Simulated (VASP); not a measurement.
Wanted: the native input for a VASP 6.6.1 run.

* Task: single point
* Functional: PBE
* Potentials or basis: VASP PAW PBE potentials, release 64 (Bi_d)
* Cutoff: 450 eV
* k mesh: 6 × 6 × 6
* Occupations: methfessel-paxton, width 0.1 eV
* Spin: no spin polarisation
* Further INCAR settings: ALGO = Normal; EDIFF = 1e-07

The structure of Bi lies in POSCAR:

```
Bi
1.0
    2.2675000000      1.3091417354      3.9380000000
   -2.2675000000      1.3091417354      3.9380000000
    0.0000000000     -2.6182834708      3.9380000000
Bi
2
Direct
    0.7665720000      0.7680220000      0.7658900000
    0.2297840000      0.2355000000      0.2360820000
```

This cell differs from its parent crystal: atoms moved at random.

One way to write it, as run:

INCAR

```
SYSTEM = Bi
PREC = Accurate
ENCUT = 450
EDIFF = 1E-7
ISMEAR = 1
SIGMA = 0.1
LREAL = .False.
LASPH = .True.
ALGO = Normal
NELM = 100
ISIF = 2
LWAVE = .False.
LCHARG = .False.
```

KPOINTS

```
k-points
0
Gamma
  6 6 6
```

Potentials or basis: VASP PAW PBE potentials, release 64 (Bi_d).

The run is started by

```bash
$ cat potpaw_PBE.64/Bi_d/POTCAR > POTCAR
$ mpirun -np 1 vasp_std > vasp.out
```

It gave:

```json
{
  "Pressure": "2.3 GPa",
  "Largest force": "0.190 eV/Å",
  "Band gap on the k mesh": "zero (bands 15 and 16 overlap by 0.17 eV)"
}
```

Caveat: the cell differs from its parent crystal (atoms moved at random); spin-orbit coupling is left out, which moves the levels of the heavy elements.

Run time: 75 s on 1 thread of AMD EPYC 9R45 (Zen 5), with other jobs on the host, peak memory 0.22 GiB.
